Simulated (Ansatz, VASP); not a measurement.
**CsPbBr3: VASP beside Ansatz**

```
Cs Pb Br
1.0
     5.76467    0.00000    0.00000
     0.00000    5.76467    0.00000
     0.00000    0.00000    5.76467
Cs Pb Br
1 1 3
Direct
  0.00000 0.00000 0.00000
  0.50000 0.50000 0.50000
  0.50000 0.50000 0.00000
  0.50000 0.00000 0.50000
  0.00000 0.50000 0.50000
```

Change from the starting cell: hydrostatic strain -3.0%.

Alike in both runs: task single point; functional PBE; k mesh 4 × 4 × 4; occupations fermi-dirac, width 0.02 eV; no spin polarisation.

```csv
,VASP,Ansatz
version,VASP 6.6.1,Ansatz 0.2.0
potentials or method,"VASP PAW PBE potentials, release 64 (Cs_sv, Pb_d, Br)","plane waves, PAW"
plane-wave cutoff (eV),520,420
valence electrons in the cell,44,44
```

|  | VASP | Ansatz | Ansatz less VASP |
| --- | --- | --- | --- |
| gap on the k mesh at the Fermi level (eV) | 1.28 | 1.28 | -0.006 |
| pressure (GPa) | 3.1 | 3.1 | +0.01 |

Spin-orbit coupling is off throughout.
